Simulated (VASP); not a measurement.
# Cu (I4/mmm) in VASP: notebook, part 2 of 2

VASP 6.6.1.

## 6. Single point, PBE (volume 13.278 Å^3 an atom, c/a of the conventional cell 0.9011)

File INCAR:

```
SYSTEM = Cu
ALGO     = Fast           ! electronic algorithm
EDIFF    = 1E-6           ! SCF threshold, eV
ENCUT    = 520            ! plane-wave cutoff, eV
GGA      = PE             ! functional
ISIF     = 2              ! what is computed and relaxed
ISMEAR   = 0              ! smearing method
LASPH    = .True.         ! aspherical terms in the spheres
LCHARG   = .False.        ! write CHGCAR
LREAL    = .False.        ! projectors in reciprocal space
LWAVE    = .False.        ! write WAVECAR
NBANDS   = 12             ! bands
NELM     = 100            ! most SCF steps
PREC     = Accurate       ! precision mode
SIGMA    = 0.15           ! smearing width, eV
```

File KPOINTS:

```
k-points
0
Gamma
  24 24 24
  0 0 0
```

File POSCAR:

```
Cu
1.0
   -1.5444240685      1.5444240685      1.3916805281
    1.5444240685     -1.5444240685      1.3916805281
    1.5444240685      1.5444240685     -1.3916805281
Cu
1
Direct
    0.0000000000      0.0000000000      0.0000000000
```

Potentials or basis: VASP PAW PBE potentials, release 64 (Cu).

On the command line:

```console
cat potpaw_PBE.64/Cu/POTCAR > POTCAR
mpirun -np 1 vasp_std > vasp.out
```

OUTCAR:

```text
SYSTEM = Cu
   EDIFF = 1E-6
   ENCUT = 520
   GGA = PE
   ISIF = 2
   ISMEAR = 0
   LASPH = .True.
   LREAL = .False.
   NELM = 100
   PREC = Accurate

 ion  position               nearest neighbor table
   1  0.000  0.000  0.000-

  LATTYP: Found a body centered tetragonal cell.
 ALAT       =     3.0888481370
 C/A-ratio  =     0.9011000000

  Lattice vectors:

 A1 = (  -1.5444240685,   1.5444240685,   1.3916805281)
 A2 = (   1.5444240685,  -1.5444240685,   1.3916805281)
 A3 = (   1.5444240685,   1.5444240685,  -1.3916805281)

Analysis of symmetry for initial positions (statically):
=====================================================================
 Subroutine PRICEL returns:
 Original cell was already a primitive cell.

 Routine SETGRP: Setting up the symmetry group for a
 body centered tetragonal supercell.

 Subroutine GETGRP returns: Found 16 space group operations
 (whereof 16 operations were pure point group operations)
 out of a pool of 16 trial point group operations.

The static configuration has the point symmetry D_4h.

Analysis of symmetry for dynamics (positions and initial velocities):
=====================================================================
 Subroutine PRICEL returns:
 Original cell was already a primitive cell.

 Routine SETGRP: Setting up the symmetry group for a
 body centered tetragonal supercell.

 Subroutine GETGRP returns: Found 16 space group operations
 (whereof 16 operations were pure point group operations)
 out of a pool of 16 trial point group operations.

The dynamic configuration has the point symmetry D_4h.

 Subroutine INISYM returns: Found 16 space group operations
 (whereof 16 operations are pure point group operations),
 and found     1 'primitive' translations

----------------------------------------------------------------------------------------

                                     Primitive cell

[... 110 lines left out ...]
  Fermi-wavevector in a.u.,A,eV,Ry     =   1.537546  2.905541 32.164830  2.364048
  Thomas-Fermi vector in A             =   2.644040
   LORBIT       =      0    0 simple, 1 ext, 2 COOP (PROOUT), +10 PAW based schemes
   GGA     = PE    functional components
   LHFCALC =     F    Hartree Fock is set to
   AEXX    =    0.0000 exact exchange contribution
   IVDW    =     0    specifies the selected vdW correction
   LEPSILON=     F    determine dielectric tensor
   LRPA    =     F    only Hartree local field effects (RPA)
 non-spin polarized calculation
 RMM-DIIS sequential band-by-band and
 Gauss-broadening in eV      SIGMA  =   0.15
  energy-cutoff  :      520.00
  volume of cell :       13.28
 maximum number of plane-waves:       368
   NGX =  9   NGY =  9   NGZ =  9

 number of electron      11.0000020 magnetization

 Free energy of the ion-electron system (eV)
  ---------------------------------------------------
  ext. energy  EPLUGINS =         0.00000000
  ---------------------------------------------------
  free energy    TOTEN  =        -3.65203378 eV

  energy without entropy =       -3.64726854  energy(sigma->0) =       -3.64965116

 E-fermi :   6.2284     XC(G=0): -12.0594

 val. band max:        6.2274087838   @ k =  -0.1667  -0.3750   0.1667
 cond. band min:       6.2336689968   @ k =   0.5000   0.0417   0.0000
 fundamental gap:      0.0062602130
 Fermi energy:         6.2284343965

 k-point     1 :       0.0000    0.0000    0.0000
  band No.  band energies     occupation
      1      -2.2705      2.00000
      2       3.2527      2.00000
      3       3.6081      2.00000
      4       3.6081      2.00000
      5       4.0822      2.00000
      6       4.4595      2.00000
      7      28.5957      0.00000
      8      28.5957      0.00000
      9      31.7937      0.00000
     10      31.8651      0.00000
     11      32.3549      0.00000
     12      32.4041      0.00000
[... 331 lines left out ...]
 k-point    24 :       0.4583    0.0417    0.0000
  band No.  band energies     occupation
      1       1.8758      2.00000
      2       2.7603      2.00000
      3       4.2405      2.00000
      4       4.5516      2.00000
      5       4.8278      2.00000
      6       6.2749      0.66144
      7      10.5145      0.00000
      8      21.1039      0.00000
      9      21.7959      0.00000
     10      25.9256      0.00000
     11      28.1985      0.00000
     12      36.5328      0.00000

 [... further k-points ...]
[... 5 lines left out ...]
  --------------------------------------------------------------------------------------
  -------------------------------------------------------------------------------------
  Total       -0.8126991     -0.8126991     -0.8027335      0.0000000     -0.0000000      0.0000000
  in kB      -98.0635664    -98.0635664    -96.8610800      0.0000000     -0.0000000      0.0000000
  external PRESSURE =     -97.6627376 kB  Pullay stress =       0.0000000 kB

 VOLUME and BASIS-vectors are now :
 -----------------------------------------------------------------------------
  energy-cutoff  :      520.00
  volume of cell :       13.28
      direct lattice vectors                 reciprocal lattice vectors
    -1.544424068  1.544424068  1.391680528     0.000000000  0.323745278  0.359277859
     1.544424068 -1.544424068  1.391680528     0.323745278  0.000000000  0.359277859
     1.544424068  1.544424068 -1.391680528     0.323745278  0.323745278  0.000000000

 POSITION                                       TOTAL-FORCE (eV/Angst)
 -----------------------------------------------------------------------------------
      0.00000      0.00000      0.00000        -0.000000     -0.000000      0.000000
 -----------------------------------------------------------------------------------
    total drift:                                0.000000     -0.000000      0.000000

  FREE ENERGIE OF THE ION-ELECTRON SYSTEM (eV)
  ---------------------------------------------------
  free  energy   TOTEN  =        -3.6520337843 eV

  energy  without entropy=       -3.6472685414  energy(sigma->0) =       -3.64965116
```

Wall time 2.4 min (1 thread of AMD EPYC 7R43 (Zen 3), shared host); peak memory 0.22 GiB.

What came out:

```yaml
Free_energy: -3.6520 eV
Pressure: -9.8 GPa
```

Stress tensor (GPa, compression positive):
```
-9.81  0.00  0.00
 0.00 -9.81  0.00
 0.00  0.00 -9.69
```

Levels at points of the mesh, in eV from the Fermi level:
| k point | band 4 | band 5 | band 6 | band 7 | band 8 | band 9 |
| --- | --- | --- | --- | --- | --- | --- |
| (0.00, 0.00, 0.00) | -2.62 | -2.15 | -1.77 | 22.37 | 22.37 | 25.57 |
| (0.50, 0.00, 0.00) | -1.65 | -1.32 | -0.03 | 4.15 | 15.34 | 15.73 |
| (0.50, 0.50, 0.00) | -1.92 | -1.35 | -0.75 | 3.08 | 18.16 | 18.42 |
| (0.50, 0.50, 0.50) | -1.48 | -1.39 | 6.54 | 6.54 | 10.27 | 11.83 |

## 7. The runs side by side

```tsv
cell	gap on the mesh (eV)	pressure (GPa)
a = 2.470 Å, angles 104.9, 104.9, 119.1°, 1 atom	none	10.9
a = 2.464 Å, angles 105.8, 105.8, 117.1°, 1 atom	none	10.1
a = 2.553 Å, angles 105.8, 105.8, 117.1°, 1 atom	none	-5.0
a = 2.603 Å, angles 104.9, 104.9, 119.1°, 1 atom	none	-9.3
a = 2.590 Å, angles 106.8, 106.8, 115.0°, 1 atom	none	-9.8
```

Alike in all rows: task single point; level PBE; potentials or basis VASP PAW PBE potentials, release 64 (Cu); no spin polarisation; k mesh 24 × 24 × 24; cutoff (eV) 520; smearing gaussian 0.15 eV.

Absolute energies hang on the potentials; compare differences alone.
